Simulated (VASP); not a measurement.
Ca, 1 atom in the cell. The structure is cubic, space group Fm-3m (No. 225). The conventional cell has a = 5.525 Å, b = 5.525 Å, c = 5.525 Å, α = 90.00°, β = 90.00°, γ = 90.00°. Ca (site symmetry m-3m) has 12 Ca at 3.91 Å within 5.1 Å. 

| Item | Value |
| --- | --- |
| Program | VASP 6.6.1 |
| Task | single point |
| Functional | PBE |
| Potentials or basis | VASP PAW PBE potentials, release 64 (Ca_sv) |
| Cutoff | 520 eV |
| k mesh | 12 × 12 × 12 |
| Occupations | fermi-dirac, width 0.08 eV |
| Spin | no spin polarisation |
| Dipole correction | no |
| Further INCAR settings | ALGO = Normal; EDIFF = 1e-07; NBANDS = 11 |

Potentials or basis: VASP PAW PBE potentials, release 64 (Ca_sv).

The run is started by

```sh
$ cat potpaw_PBE.64/Ca_sv/POTCAR > POTCAR
$ mpirun -np 1 vasp_std > vasp.out
```

Hardware: 1 thread of Intel Xeon 6975P-C, with other jobs on the host.

Question: How long does it take, and how much memory?

Answer: Run time: 57 s on 1 thread of Intel Xeon 6975P-C, on a shared host, peak memory 0.18 GiB. Counts: scf iterations 13, k points 72.
